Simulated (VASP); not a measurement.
Input of a VASP 6.6.1 run:

Contents of INCAR:

```
SYSTEM = Zn
PREC = Accurate
ENCUT = 520
EDIFF = 1E-8
ISMEAR = -1
SIGMA = 0.15
LREAL = .FALSE.
LASPH = .TRUE.
NELM = 80
ALGO = Normal
ISIF = 2
LWAVE = .FALSE.
LCHARG = .FALSE.
GGA = PE
NBANDS = 19
IBRION = 8
NSW = 1
```

File KPOINTS:

```
Automatic mesh
0
G
  18 18 8
  0 0 0
```

Contents of POSCAR:

```
Zn
1.0
    2.6407275037      0.0000000000      0.0000000000
   -1.3203637519      2.2869371027      0.0000000000
    0.0000000000      0.0000000000      5.0672508401
Zn
2
Direct
    0.3333333333      0.6666666667      0.2500000000
    0.6666666667      0.3333333333      0.7500000000
```

Potentials or basis: VASP PAW PBE potentials, release 64 (Zn).

Launch:

```console
$ cat potpaw_PBE.64/Zn/POTCAR > POTCAR
$ mpirun -np 1 vasp_std > vasp.out
```

(1) What does it give for the highest phonon frequency at Γ?

Results:

(1) 126 cm⁻¹.
